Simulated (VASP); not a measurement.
# CdS (P6_3mc) in VASP: further runs, part 3 of 3

VASP 6.6.1.

## (5) Relaxation of cell and atoms, r2SCAN

This run uses another cell than the first one, of 26.03 Å³/atom.

File POSCAR:

```
CdS
1.0
    4.1965508846      0.0000000000      0.0000000000
   -2.0982754423      3.6343196744      0.0000000000
    0.0000000000      0.0000000000      6.8277064916
Cd S
2 2
Direct
    0.3333333333      0.6666666667     -0.0007933941
    0.6666666667      0.3333333333      0.4992066059
    0.3333333333      0.6666666667      0.3757933941
    0.6666666667      0.3333333333      0.8757933941
```

File INCAR.step1:

```
PREC     = Accurate       # precision mode
ENCUT    = 600            # plane-wave cutoff, eV
ISMEAR   = -1             # smearing method
SIGMA    = 0.02           # smearing width, eV
LREAL    = False          # projectors in reciprocal space
LASPH    = True           # aspherical terms in the spheres
NELM     = 80             # most SCF steps
GGA      = PE             # functional
ALGO     = Normal         # electronic algorithm
EDIFF    = 1E-4           # SCF threshold, eV
LWAVE    = True           # write WAVECAR
LCHARG   = False          # write CHGCAR
```

File INCAR.step2:

```
PREC     = Accurate       # precision mode
ENCUT    = 600            # plane-wave cutoff, eV
EDIFF    = 1E-7           # SCF threshold, eV
ISMEAR   = -1             # smearing method
SIGMA    = 0.02           # smearing width, eV
LREAL    = False          # projectors in reciprocal space
LASPH    = True           # aspherical terms in the spheres
NELM     = 80             # most SCF steps
ALGO     = Normal         # electronic algorithm
ISIF     = 3              # what is computed and relaxed
LWAVE    = False          # write WAVECAR
LCHARG   = False          # write CHGCAR
METAGGA  = R2SCAN         # meta-GGA
LMIXTAU  = True         
IBRION   = 2              # ionic algorithm
NSW      = 80             # ionic steps
EDIFFG   = -0.005         # ionic threshold
ISTART   = 1
```

File KPOINTS:

```
Automatic mesh
0
Gamma
  6 6 4
```

Potentials or basis: VASP PAW PBE potentials, release 64 (Cd, S).

Launch:

```console
$ cat potpaw_PBE.64/Cd/POTCAR potpaw_PBE.64/S/POTCAR > POTCAR
$ cp INCAR.step1 INCAR
$ mpirun -np 1 vasp_std > vasp.out
$ cp INCAR.step2 INCAR
$ mpirun -np 1 vasp_std > vasp.out
```

OUTCAR:

```text
PREC = Accurate
   ENCUT = 600
   EDIFF = 1E-7
   ISMEAR = -1
   LREAL = False
   LASPH = True
   NELM = 80
   ISIF = 3
   METAGGA = R2SCAN
   IBRION = 2
   NSW = 80
   EDIFFG = -0.005
   ISTART = 1

 ion  position               nearest neighbor table
   1  0.333  0.667  0.999-   4 2.57   4 2.57   4 2.57   3 2.57
   2  0.667  0.333  0.499-   3 2.57   3 2.57   3 2.57   4 2.57
   3  0.333  0.667  0.376-   2 2.57   2 2.57   2 2.57   1 2.57
   4  0.667  0.333  0.876-   1 2.57   1 2.57   1 2.57   2 2.57

  LATTYP: Found a hexagonal cell.
 ALAT       =     4.1965508846
 C/A-ratio  =     1.6269805084

  Lattice vectors:

 A1 = (   4.1965508846,   0.0000000000,   0.0000000000)
 A2 = (  -2.0982754423,   3.6343196744,   0.0000000000)
 A3 = (   0.0000000000,   0.0000000000,   6.8277064916)

Analysis of symmetry for initial positions (statically):
=====================================================================
 Subroutine PRICEL returns:
 Original cell was already a primitive cell.

 Routine SETGRP: Setting up the symmetry group for a
 hexagonal supercell.

 Subroutine GETGRP returns: Found 12 space group operations
 (whereof  6 operations were pure point group operations)
 out of a pool of 24 trial point group operations.

The static configuration has the point symmetry C_3v.
 The point group associated with its full space group is C_6v.

Analysis of symmetry for dynamics (positions and initial velocities):
=====================================================================
 Subroutine PRICEL returns:
 Original cell was already a primitive cell.

 Routine SETGRP: Setting up the symmetry group for a
 hexagonal supercell.

 Subroutine GETGRP returns: Found 12 space group operations
 (whereof  6 operations were pure point group operations)
 out of a pool of 24 trial point group operations.

The dynamic configuration has the point symmetry C_3v.
 The point group associated with its full space group is C_6v.

 Subroutine INISYM returns: Found 12 space group operations
 (whereof  6 operations are pure point group operations),
 and found     1 'primitive' translations

----------------------------------------------------------------------------------------

                                     Primitive cell

  volume of cell :     104.1335

  direct lattice vectors                    reciprocal lattice vectors
     4.196550885  0.000000000  0.000000000     0.238290927  0.137577331  0.000000000
    -2.098275442  3.634319674  0.000000000     0.000000000  0.275154662  0.000000000
     0.000000000  0.000000000  6.827706492     0.000000000  0.000000000  0.146462066

  length of vectors
     4.196550885  4.196550885  6.827706492     0.275154662  0.275154662  0.146462066

  position of ions in fractional coordinates (direct lattice)
     0.333333333  0.666666667  0.999206606
     0.666666667  0.333333333  0.499206606
     0.333333333  0.666666667  0.375793394
     0.666666667  0.333333333  0.875793394

  ion indices of the primitive-cell ions
   primitive index   ion index
                 1           1
                 2           2
                 3           3
                 4           4

----------------------------------------------------------------------------------------

 KPOINTS: Automatic mesh

Automatic generation of k-mesh.
 Grid dimensions read from file:
 generate k-points for:    6    6    4

 Generating k-lattice:

  Cartesian coordinates                     Fractional coordinates (reciprocal lattice)
     0.039715154  0.022929555  0.000000000     0.166666667  0.000000000  0.000000000
     0.000000000  0.045859110  0.000000000     0.000000000  0.166666667  0.000000000
     0.000000000  0.000000000  0.036615517     0.000000000  0.000000000  0.250000000

  Length of vectors
     0.045859110  0.045859110  0.036615517

  Shift w.r.t. Gamma in fractional coordinates (k-lattice)
     0.000000000  0.000000000  0.000000000

 Subroutine IBZKPT returns following result:
 ===========================================

 Found     21 irreducible k-points:

 Following reciprocal coordinates:
            Coordinates               Weight
  0.000000  0.000000  0.000000      1.000000
  0.166667 -0.000000  0.000000      6.000000
  0.333333 -0.000000  0.000000      6.000000
  0.500000 -0.000000  0.000000      3.000000
  0.166667  0.166667  0.000000      6.000000
  0.333333  0.166667  0.000000     12.000000
[... 13 lines left out ...]
  0.333333  0.166667  0.500000     12.000000
  0.333333  0.333333  0.500000      2.000000
   k-points           NKPTS =     21   k-points in BZ     NKDIM =     21   number of bands    NBANDS=     22
   number of dos      NEDOS =    301   number of ions     NIONS =      4
   total plane-waves  NPLWV =  72576
   dimension x,y,z NGX =    36 NGY =   36 NGZ =   56
   dimension x,y,z NGXF=    72 NGYF=   72 NGZF=  112
   ions per type =               2   2
   NGX,Y,Z   is equivalent  to a cutoff of  14.26, 14.26, 13.64 a.u.
   NGXF,Y,Z  is equivalent  to a cutoff of  28.52, 28.52, 27.27 a.u.
 SYSTEM =  unknown system
   PREC   = accura    normal or accurate (medium, high low for compatibility)
   ISTART =      1    job   : 0-new  1-cont  2-samecut
   ICHARG =      0    charge: 1-file 2-atom 10-const
   ISPIN  =      1    spin polarized calculation?
   LNONCOLLINEAR =      F non collinear calculations
   LSORBIT =      F    spin-orbit coupling
   LASPH  =      T    aspherical Exc in radial PAW
   ENCUT  =  600.0 eV  44.10 Ry    6.64 a.u.   8.38  8.38 13.64*2*pi/ulx,y,z
   NELM   =     80;   NELMIN=  2; NELMDL=  0     # of ELM steps
   EDIFF  = 0.1E-06   stopping-criterion for ELM
   LREAL  =      F    real-space projection
   EDIFFG = -.5E-02   stopping-criterion for IOM
   NSW    =     80    number of steps for IOM
   IBRION =      2    ionic relax: 0-MD 1-quasi-New 2-CG
   NFREE  =      1    steps in history (QN), initial steepest desc. (CG)
   ISIF   =      3    stress and relaxation
   ISYM   =      2    0-nonsym 1-usesym 2-fastsym
   POTIM  = 0.5000    time-step for ionic-motion
   TEBEG  =    0.0;   TEEND  =   0.0 temperature during run
   PSTRESS=    0.0 pullay stress
   NELECT =      36.0000    total number of electrons
   NUPDOWN=      -1.0000    fix difference up-down
   EMIN   =  10.00;   EMAX   =-10.00  energy-range for DOS
   EFERMI =   0.00;   METHOD = LEGACY
   ISMEAR =    -1;   SIGMA  =   0.02  broadening in eV -4-tet -1-fermi 0-gaus
   EFERMI_NEDOS =   21; number of points for ismear=-14 and -15
   IALGO  =     38    algorithm
   IMIX   =      4    mixing-type and parameters
     AMIX     =   0.40;   BMIX     =  1.00
     AMIX_MAG =   1.60;   BMIX_MAG =  1.00
  volume/ion in A,a.u.               =      26.03       175.68
  Fermi-wavevector in a.u.,A,eV,Ry     =   1.148979  2.171256 17.961776  1.320153
  Thomas-Fermi vector in A             =   2.285651
   LORBIT       =      0    0 simple, 1 ext, 2 COOP (PROOUT), +10 PAW based schemes
   METAGGA = R2SCAN    functional components
   LHFCALC =     F    Hartree Fock is set to
   AEXX    =    0.0000 exact exchange contribution
   IVDW    =     0    specifies the selected vdW correction
   LEPSILON=     F    determine dielectric tensor
   LRPA    =     F    only Hartree local field effects (RPA)
 conjugate gradient relaxation of ions
 non-spin polarized calculation
  energy-cutoff  :      600.00
  volume of cell :      104.13
 maximum number of plane-waves:      3544
 NGX is ok and might be reduce to    36
   NGX = 17   NGY = 17   NGZ = 27

--------------------------------------- Ionic step        1  -------------------------------------------

 number of electron      36.0000003 magnetization

 Free energy of the ion-electron system (eV)
  ---------------------------------------------------
  ext. energy  EPLUGINS =         0.00000000
  ---------------------------------------------------
  free energy    TOTEN  =       -59.37485797 eV

  energy without entropy =      -59.37485797  energy(sigma->0) =      -59.37485797

------------------------ aborting loop because EDIFF is reached ----------------------------------------

  FORCE on cell =-STRESS in cart. coord.  units (eV):
  Direction    XX          YY          ZZ          XY          YZ          ZX
  --------------------------------------------------------------------------------------
  -------------------------------------------------------------------------------------
  Total       -0.7473543     -0.7473543     -0.7809577      0.0000000      0.0000000      0.0000000
  in kB      -11.4986450    -11.4986450    -12.0156593      0.0000000      0.0000000      0.0000000
  external PRESSURE =     -11.6709831 kB  Pullay stress =       0.0000000 kB
[... 61 lines left out ...]
  energy  without entropy=      -59.3815909330  energy(sigma->0) =      -59.38159093

--------------------------------------- Ionic step        3  -------------------------------------------

 number of electron      35.9999998 magnetization

 Free energy of the ion-electron system (eV)
  ---------------------------------------------------
  ext. energy  EPLUGINS =         0.00000000
  ---------------------------------------------------
  free energy    TOTEN  =       -59.38262792 eV

  energy without entropy =      -59.38262792  energy(sigma->0) =      -59.38262792

 E-fermi :   1.2120     XC(G=0):  -9.5887

 val. band max:        0.8117420253   @ k =   0.0000   0.0000   0.0000
 cond. band min:       2.4255824242   @ k =   0.0000   0.0000   0.0000
 fundamental gap:      1.6138403989
 Fermi energy:         1.2120165071

 k-point     1 :       0.0000    0.0000    0.0000
  band No.  band energies     occupation
      1     -11.8933      2.00000
      2     -11.4838      2.00000
      3      -7.0386      2.00000
      4      -7.0324      2.00000
      5      -7.0324      2.00000
      6      -6.9469      2.00000
[... 545 lines left out ...]
  FREE ENERGIE OF THE ION-ELECTRON SYSTEM (eV)
  ---------------------------------------------------
  free  energy   TOTEN  =       -59.3826279239 eV

  energy  without entropy=      -59.3826279238  energy(sigma->0) =      -59.38262792

 reached required accuracy - stopping structural energy minimisation
```

It took 23 min on 1 thread of AMD EPYC 7R13, shared host; peak memory 0.28 GiB.

Results:

| Property | Result |
| --- | --- |
| Free energy | -59.3826 eV |
| Relaxed volume | 25.51 Å³/atom |
| Relaxed cell | a = 4.169 Å, b = 4.169 Å, c = 6.780 Å, α = 90.00°, β = 90.00°, γ = 120.00° |
| Space group after relaxing (to 0.1 Å) | P6_3mc (No. 186) |
| Energy gained by relaxing | 1.9 meV/atom |
| Ionic steps | 3 |
| Pressure after relaxing | 0.0 GPa |
| Band gap on the k mesh | 1.61 eV |

Forces on the atoms (eV/Å):
```
Cd   0.000  0.000 -0.002
Cd   0.000  0.000 -0.002
S    0.000  0.000  0.002
S    0.000  0.000  0.002
```

Step by step:
| step | energy change (eV) | largest force (eV/Å) | pressure (GPa) | volume (Å³) |
| --- | --- | --- | --- | --- |
| 1 | 0.0000 | 0.0022 | -1.17 | 104.13 |
| 2 | -0.0067 | 0.0025 | 0.45 | 101.30 |
| 3 | -0.0078 | 0.0023 | 0.00 | 102.04 |

Final structure:
```xyz
4
Lattice="4.1687 0.0000 0.0000 -2.0844 3.6102 0.0000 0.0000 0.0000 6.7804" Properties=species:S:1:pos:R:3 pbc="T T T"
Cd    0.0000    2.4068    6.7749
Cd    2.0844    1.2034    3.3847
S     0.0000    2.4068    2.5481
S     2.0844    1.2034    5.9383
```

Levels at points of the mesh, in eV from the valence-band top:
```
           k point  band 14  band 15  band 16  band 17  band 18  band 19  band 20  band 21  band 22
(0.00, 0.00, 0.00)    -0.74    -0.74    -0.04     0.00     0.00     1.61     3.22     6.99     6.99
(0.50, 0.00, 0.00)    -3.44    -2.58    -1.84    -1.26    -0.74     4.14     4.25     5.42     6.82
(0.00, 0.00, 0.50)    -2.40    -0.38    -0.38    -0.38    -0.38     3.26     3.26     6.61     6.61
(0.50, 0.00, 0.50)    -4.05    -1.32    -1.32    -1.30    -1.30     3.87     3.87     5.79     5.79
```

Caveat: the PAW data sets were made with another functional, which shifts forces and pressure a little.

## (6) Summary

```tsv
task	level	cell	k mesh	cutoff (eV)	gap on the mesh (eV)	pressure (GPa)	relaxed volume (Å³/atom)
single point	r2SCAN	a = 4.165, b = 4.165, c = 6.766 Å, angles 90.0, 90.0, 120.0°, 4 atoms, atomic positions A	6 × 6 × 4	520	1.63	0.3	-
relaxation of cell and atoms	PBE	relaxed from a = 3.935, b = 3.935, c = 6.426 Å, angles 90.0, 90.0, 120.0°, 4 atoms, atomic positions B	6 × 6 × 4	600	1.10	0.0	26.17
single point	PBE	a = 4.165, b = 4.165, c = 6.766 Å, angles 90.0, 90.0, 120.0°, 4 atoms, atomic positions A	12 × 12 × 4	520	1.17	1.7	-
relaxation of cell and atoms	r2SCAN	relaxed from a = 4.197, b = 4.197, c = 6.828 Å, angles 90.0, 90.0, 120.0°, 4 atoms, atomic positions C	6 × 6 × 4	600	1.61	0.0	25.51
```

Alike in all rows: potentials or basis VASP PAW PBE potentials, release 64 (Cd, S); no spin polarisation; smearing fermi-dirac 0.02 eV.

Caveats: the PAW data sets were made with another functional, which shifts forces and pressure a little (at least some runs); the volume moved by over 15 % at a fixed basis, so the end points are rough (at least some runs).

Total energies depend on the potentials used, so only differences within one code and one set of settings carry meaning.
